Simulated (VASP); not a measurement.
Wanted: the native input for a VASP 6.6.1 run.

| Item | Value |
| --- | --- |
| Task | single point |
| Functional | PBE |
| Potentials or basis | VASP PAW PBE potentials, release 64 (Na_pv, F) |
| Cutoff | 520 eV |
| k mesh | 8 × 8 × 8 |
| Occupations | gaussian, width 0.05 eV |
| Spin | no spin polarisation |
| Dipole correction | no |
| Further INCAR settings | ALGO = Normal; EDIFF = 1e-06; NBANDS = 14 |

The structure of NaF lies in POSCAR:

```
NaF
1.0
    0.0000000000      2.2884505000      2.3233000000
    2.2884505000      0.0000000000      2.3233000000
    2.2884505000      2.2884505000      0.0000000000
Na F
1 1
Direct
    0.0000000000      0.0000000000      0.0000000000
    0.5000000000      0.5000000000      0.5000000000
```

This cell differs from its parent crystal: strain -0.015 along x and y, +0.000 along z.

One way to write it, as run:

INCAR

```
SYSTEM = NaF
PREC     = Accurate       ! precision mode
ENCUT    = 520            ! plane-wave cutoff, eV
EDIFF    = 1E-6           ! SCF threshold, eV
ISMEAR   = 0              ! smearing method
SIGMA    = 0.05           ! smearing width, eV
LREAL    = .FALSE.        ! projectors in reciprocal space
LASPH    = .TRUE.         ! aspherical terms in the spheres
NELM     = 80             ! most SCF steps
ALGO     = Normal         ! electronic algorithm
ISIF     = 2              ! what is computed and relaxed
LWAVE    = .FALSE.        ! write WAVECAR
LCHARG   = .TRUE.         ! write CHGCAR
GGA      = PE             ! functional
LELF     = .TRUE.         ! ELF
LVHAR    = .TRUE.       
NBANDS   = 14             ! bands
```

KPOINTS

```
regular mesh
0
G
  8 8 8
  0 0 0
```

Potentials or basis: VASP PAW PBE potentials, release 64 (Na_pv, F).

Command:

```sh
$ cat potpaw_PBE.64/Na_pv/POTCAR potpaw_PBE.64/F/POTCAR > POTCAR
$ mpirun -np 1 vasp_std > vasp.out
```

Results of the run:

The pressure is 3.3 GPa and the band gap on the k mesh is 6.42 eV, direct.

Caveat: the cell differs from its parent crystal (strain -0.015 along x and y, +0.000 along z).

Run time: 35 s on 1 thread of Intel Xeon 6975P-C, with other jobs on the host, peak memory 0.11 GiB.
